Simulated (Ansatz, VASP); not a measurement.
## SnTe: VASP beside Ansatz

```xyz
2
Lattice="0.0000 3.0094 3.3369 3.0094 0.0000 3.3369 3.0094 3.0094 0.0000" Properties=species:S:1:pos:R:3 pbc="T T T"
Sn    0.0000    0.0000    0.0000
Te    3.0094    3.0094    3.3369
```

Change from the starting cell: mode 4 frozen in at +0.000 Å, strain +e along z and -e/2 along x and y +0.0700.

Alike in both runs: task single point; functional LDA; k mesh 10 × 10 × 10; occupations gaussian, width 0.03 eV; no spin polarisation.

|  | VASP | Ansatz |
| --- | --- | --- |
| version | VASP 6.6.1 | Ansatz 0.2.0 |
| potentials or method | VASP PAW LDA potentials, release 64 (Sn_d, Te), cutoff 520 eV | scalar-relativistic, plane waves, PAW |
| valence electrons in the cell | 20 | 30 |

VASP gave:

- gap on the k mesh at the Fermi level (eV): none
- pressure (GPa): 1.5
- traceless stress, the component that is largest in VASP (GPa): -7.91

Q: What did Ansatz give for the same quantities?

A: gap on the k mesh at the Fermi level (eV): none; pressure (GPa): 1.4; traceless stress, the component that is largest in VASP (GPa): -7.86.

LDA's correlation is that of Perdew and Zunger in VASP and of Perdew and Wang (1992) in Ansatz. A gap of «none» marks a metal or a gap that the smearing closes. VASP's potentials hold 20 valence electrons a cell and Ansatz's 30, so a difference there can come from the potentials and not from the codes.

Spin-orbit coupling is off throughout.
